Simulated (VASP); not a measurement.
# Ru (P6_3/mmc) in VASP: further runs, part 2 of 2

VASP 6.6.1.

### Step 4. Single point, r2SCAN

This run uses another cell than the first one, of 13.49 Å³/atom.

POSCAR reads:

```
Ru
1.0
    2.7023482492      0.0000000000      0.0000000000
   -1.3511741246      2.3403022337      0.0000000000
    0.0000000000      0.0000000000      4.2659655209
Ru
2
Direct
    0.3333333333      0.6666666667      0.2500000000
    0.6666666667      0.3333333333      0.7500000000
```

INCAR.step1 reads:

```
ALGO     = Normal         # electronic algorithm
EDIFF    = 1E-5           # SCF threshold, eV
ENCUT    = 620            # plane-wave cutoff, eV
GGA      = PE             # functional
GGA_COMPAT= False        
ISMEAR   = 0              # smearing method
LASPH    = True           # aspherical terms in the spheres
LCHARG   = False          # write CHGCAR
LREAL    = False          # projectors in reciprocal space
LWAVE    = True           # write WAVECAR
NBANDS   = 23             # bands
NELM     = 120            # most SCF steps
PREC     = Accurate       # precision mode
SIGMA    = 0.1            # smearing width, eV
```

INCAR.step2 reads:

```
ALGO     = Normal         # electronic algorithm
EDIFF    = 1E-6           # SCF threshold, eV
ENCUT    = 620            # plane-wave cutoff, eV
GGA_COMPAT= False        
ISIF     = 2              # what is computed and relaxed
ISMEAR   = 0              # smearing method
ISTART   = 1            
LASPH    = True           # aspherical terms in the spheres
LCHARG   = True           # write CHGCAR
LELF     = True           # ELF
LMIXTAU  = True         
LREAL    = False          # projectors in reciprocal space
LVHAR    = True         
LWAVE    = False          # write WAVECAR
METAGGA  = R2SCAN         # meta-GGA
NBANDS   = 23             # bands
NELM     = 120            # most SCF steps
PREC     = Accurate       # precision mode
SIGMA    = 0.1            # smearing width, eV
```

KPOINTS reads:

```
k-points
0
Gamma
  18 18 10
```

Potentials or basis: VASP PAW PBE potentials, release 64 (Ru_sv).

Command:

```
cat potpaw_PBE.64/Ru_sv/POTCAR > POTCAR
cp INCAR.step1 INCAR
mpirun -np 1 vasp_std > vasp.out
cp INCAR.step2 INCAR
mpirun -np 1 vasp_std > vasp.out
```

OUTCAR:

```text
EDIFF = 1E-6
   ENCUT = 620
   ISIF = 2
   ISMEAR = 0
   ISTART = 1
   LASPH = True
   LREAL = False
   METAGGA = R2SCAN
   NELM = 120
   PREC = Accurate

 ion  position               nearest neighbor table
   1  0.333  0.667  0.250-   2 2.64   2 2.64   2 2.64   2 2.64   2 2.64   2 2.64
   2  0.667  0.333  0.750-   1 2.64   1 2.64   1 2.64   1 2.64   1 2.64   1 2.64

  LATTYP: Found a hexagonal cell.
 ALAT       =     2.7023482492
 C/A-ratio  =     1.5786142745

  Lattice vectors:

 A1 = (   2.7023482492,   0.0000000000,   0.0000000000)
 A2 = (  -1.3511741246,   2.3403022337,   0.0000000000)
 A3 = (   0.0000000000,   0.0000000000,   4.2659655209)

Analysis of symmetry for initial positions (statically):
=====================================================================
 Subroutine PRICEL returns:
 Original cell was already a primitive cell.

 Routine SETGRP: Setting up the symmetry group for a
 hexagonal supercell.

 Subroutine GETGRP returns: Found 24 space group operations
 (whereof 12 operations were pure point group operations)
 out of a pool of 24 trial point group operations.

The static configuration has the point symmetry D_3d.
 The point group associated with its full space group is D_6h.

Analysis of symmetry for dynamics (positions and initial velocities):
=====================================================================
 Subroutine PRICEL returns:
 Original cell was already a primitive cell.

 Routine SETGRP: Setting up the symmetry group for a
 hexagonal supercell.

 Subroutine GETGRP returns: Found 24 space group operations
 (whereof 12 operations were pure point group operations)
 out of a pool of 24 trial point group operations.

The dynamic configuration has the point symmetry D_3d.
 The point group associated with its full space group is D_6h.

 Subroutine INISYM returns: Found 24 space group operations
 (whereof 12 operations are pure point group operations),
 and found     1 'primitive' translations

----------------------------------------------------------------------------------------

                                     Primitive cell

  volume of cell :      26.9793

  direct lattice vectors                    reciprocal lattice vectors
     2.702348249  0.000000000  0.000000000     0.370048531  0.213647619  0.000000000
    -1.351174125  2.340302234  0.000000000     0.000000000  0.427295238  0.000000000
     0.000000000  0.000000000  4.265965521     0.000000000  0.000000000  0.234413521

  length of vectors
     2.702348249  2.702348249  4.265965521     0.427295238  0.427295238  0.234413521

  position of ions in fractional coordinates (direct lattice)
     0.333333333  0.666666667  0.250000000
     0.666666667  0.333333333  0.750000000

  ion indices of the primitive-cell ions
   primitive index   ion index
                 1           1
                 2           2

----------------------------------------------------------------------------------------

 KPOINTS: k-points

Automatic generation of k-mesh.
 Grid dimensions read from file:
 generate k-points for:   18   18   10

 Generating k-lattice:

  Cartesian coordinates                     Fractional coordinates (reciprocal lattice)
     0.020558252  0.011869312  0.000000000     0.055555556  0.000000000  0.000000000
     0.000000000  0.023738624  0.000000000     0.000000000  0.055555556  0.000000000
     0.000000000  0.000000000  0.023441352     0.000000000  0.000000000  0.100000000

  Length of vectors
     0.023738624  0.023738624  0.023441352

  Shift w.r.t. Gamma in fractional coordinates (k-lattice)
     0.000000000  0.000000000  0.000000000

 Subroutine IBZKPT returns following result:
 ===========================================

 Found    222 irreducible k-points:

 Following reciprocal coordinates:
            Coordinates               Weight
  0.000000  0.000000  0.000000      1.000000
  0.055556 -0.000000  0.000000      6.000000
  0.111111 -0.000000  0.000000      6.000000
  0.166667  0.000000  0.000000      6.000000
  0.222222 -0.000000  0.000000      6.000000
  0.277778  0.000000  0.000000      6.000000
[... 16 lines left out ...]
  0.333333  0.111111  0.000000     12.000000
  0.388889  0.111111  0.000000     12.000000
 [... further k-points ...]
   k-points           NKPTS =    222   k-points in BZ     NKDIM =    222   number of bands    NBANDS=     23
   number of dos      NEDOS =    301   number of ions     NIONS =      2
   total plane-waves  NPLWV =  20736
   dimension x,y,z NGX =    24 NGY =   24 NGZ =   36
   dimension x,y,z NGXF=    48 NGYF=   48 NGZF=   72
   ions per type =               2
   NGX,Y,Z   is equivalent  to a cutoff of  14.76, 14.76, 14.03 a.u.
   NGXF,Y,Z  is equivalent  to a cutoff of  29.53, 29.53, 28.06 a.u.
 SYSTEM =  unknown system
   PREC   = accura    normal or accurate (medium, high low for compatibility)
   ISTART =      1    job   : 0-new  1-cont  2-samecut
   ICHARG =      0    charge: 1-file 2-atom 10-const
   ISPIN  =      1    spin polarized calculation?
   LNONCOLLINEAR =      F non collinear calculations
   LSORBIT =      F    spin-orbit coupling
   LASPH  =      T    aspherical Exc in radial PAW
   ENCUT  =  620.0 eV  45.57 Ry    6.75 a.u.   5.49  5.49  8.66*2*pi/ulx,y,z
   NELM   =    120;   NELMIN=  2; NELMDL=  0     # of ELM steps
   EDIFF  = 0.1E-05   stopping-criterion for ELM
   LREAL  =      F    real-space projection
   EDIFFG = 0.1E-04   stopping-criterion for IOM
   NSW    =      0    number of steps for IOM
   IBRION =     -1    ionic relax: 0-MD 1-quasi-New 2-CG
   NFREE  =      0    steps in history (QN), initial steepest desc. (CG)
   ISIF   =      2    stress and relaxation
   ISYM   =      2    0-nonsym 1-usesym 2-fastsym
   POTIM  = 0.5000    time-step for ionic-motion
   TEBEG  =    0.0;   TEEND  =   0.0 temperature during run
   PSTRESS=    0.0 pullay stress
   NELECT =      32.0000    total number of electrons
   NUPDOWN=      -1.0000    fix difference up-down
   EMIN   =  10.00;   EMAX   =-10.00  energy-range for DOS
   EFERMI =   0.00;   METHOD = LEGACY
   ISMEAR =     0;   SIGMA  =   0.10  broadening in eV -4-tet -1-fermi 0-gaus
   EFERMI_NEDOS =   21; number of points for ismear=-14 and -15
   IALGO  =     38    algorithm
   IMIX   =      4    mixing-type and parameters
     AMIX     =   0.40;   BMIX     =  1.00
     AMIX_MAG =   1.60;   BMIX_MAG =  1.00
  volume/ion in A,a.u.               =      13.49        91.03
  Fermi-wavevector in a.u.,A,eV,Ry     =   1.732931  3.274765 40.858977  3.003050
  Thomas-Fermi vector in A             =   2.807014
   LORBIT       =      0    0 simple, 1 ext, 2 COOP (PROOUT), +10 PAW based schemes
   METAGGA = R2SCAN    functional components
   LHFCALC =     F    Hartree Fock is set to
   AEXX    =    0.0000 exact exchange contribution
   IVDW    =     0    specifies the selected vdW correction
   LEPSILON=     F    determine dielectric tensor
   LRPA    =     F    only Hartree local field effects (RPA)
 non-spin polarized calculation
 Gauss-broadening in eV      SIGMA  =   0.10
  energy-cutoff  :      620.00
  volume of cell :       26.98
 maximum number of plane-waves:       973
 NGX is ok and might be reduce to    24
   NGX = 11   NGY = 11   NGZ = 17

 number of electron      31.9999997 magnetization

 Free energy of the ion-electron system (eV)
  ---------------------------------------------------
  ext. energy  EPLUGINS =         0.00000000
  ---------------------------------------------------
  free energy    TOTEN  =       -50.94531964 eV

  energy without entropy =      -50.93650407  energy(sigma->0) =      -50.94091185

 E-fermi :  15.1676     XC(G=0): -15.5840

 val. band max:       15.1668846996   @ k =   0.1667   0.1111   0.3000
 cond. band min:      15.1877553119   @ k =   0.0556  -0.0000   0.1000
 fundamental gap:      0.0208706122
 Fermi energy:        15.1675654335

 k-point     1 :       0.0000    0.0000    0.0000
  band No.  band energies     occupation
      1     -60.1741      2.00000
      2     -59.9406      2.00000
      3     -29.9339      2.00000
      4     -28.9086      2.00000
      5     -28.9086      2.00000
      6     -28.7202      2.00000
[... 15 lines left out ...]
     22      30.7215      0.00000
     23      33.3992      0.00000
[... 575 lines left out ...]
      1     -59.9778      2.00000
      2     -59.9008      2.00000
      3     -29.6733      2.00000
      4     -29.4698      2.00000
      5     -29.4047      2.00000
      6     -29.2008      2.00000
[... 15 lines left out ...]
     22      27.8285      0.00000
     23      27.8972      0.00000

 [... further k-points ...]

------------------------ aborting loop because EDIFF is reached ----------------------------------------

  FORCE on cell =-STRESS in cart. coord.  units (eV):
  Direction    XX          YY          ZZ          XY          YZ          ZX
  --------------------------------------------------------------------------------------
  -------------------------------------------------------------------------------------
  Total        0.0197464      0.0197464      0.0244775     -0.0000000      0.0000000     -0.0000000
  in kB        1.1726502      1.1726502      1.4536085     -0.0000000      0.0000000     -0.0000000
  external PRESSURE =       1.2663030 kB  Pullay stress =       0.0000000 kB

 VOLUME and BASIS-vectors are now :
 -----------------------------------------------------------------------------
  energy-cutoff  :      620.00
  volume of cell :       26.98
      direct lattice vectors                 reciprocal lattice vectors
     2.702348249  0.000000000  0.000000000     0.370048531  0.213647619  0.000000000
    -1.351174125  2.340302234  0.000000000     0.000000000  0.427295238  0.000000000
     0.000000000  0.000000000  4.265965521     0.000000000  0.000000000  0.234413521

 POSITION                                       TOTAL-FORCE (eV/Angst)
 -----------------------------------------------------------------------------------
     -0.00000      1.56020      1.06649         0.000000      0.000000      0.000000
      1.35117      0.78010      3.19947         0.000000     -0.000000      0.000000
 -----------------------------------------------------------------------------------
    total drift:                               -0.000000      0.000000     -0.000000

  FREE ENERGIE OF THE ION-ELECTRON SYSTEM (eV)
  ---------------------------------------------------
  free  energy   TOTEN  =       -50.9453196353 eV

  energy  without entropy=      -50.9365040739  energy(sigma->0) =      -50.94091185
```

Run time: 5.6 min. Hardware: 1 thread of Intel Xeon Platinum 8488C (Sapphire Rapids), shared host; peak memory 0.26 GiB.

What came out:

| Property | Result |
| --- | --- |
| Free energy | -50.9453 eV |
| Pressure | 0.1 GPa |
| Band gap on the k mesh | zero (bands 16 and 17 overlap by 3.29 eV) |

Caveat: the PAW data sets were made with another functional, which shifts forces and pressure a little.

### Step 5. Summary

```tsv
potentials or basis	cell	k mesh	cutoff (eV)	gap on the mesh (eV)	pressure (GPa)
VASP PAW PBE potentials, release 64 (Ru_pv)	a = 2.795, b = 2.795, c = 4.388 Å, angles 90.0, 90.0, 120.0°, 2 atoms, atomic positions A	18 × 18 × 10	520	none	-24.6
VASP PAW PBE potentials, release 64 (Ru_pv)	a = 2.702, b = 4.266 Å, angles 90.0, 60.0, 90.0°, 2 atoms, atomic positions B	13 × 8 × 15	520	none	1.5
VASP PAW PBE potentials, release 64 (Ru_sv)	a = 2.702, b = 2.702, c = 4.266 Å, angles 90.0, 90.0, 120.0°, 2 atoms, atomic positions A	18 × 18 × 10	620	none	0.1
```

Alike in all rows: task single point; level r2SCAN; no spin polarisation; smearing gaussian 0.1 eV.

Caveats: the PAW data sets were made with another functional, which shifts forces and pressure a little; the cell stands under tension (at least some runs).

Absolute energies hang on the potentials; compare differences alone.

The gap in the log of VASP goes by the Fermi energy; the results here count the filled bands.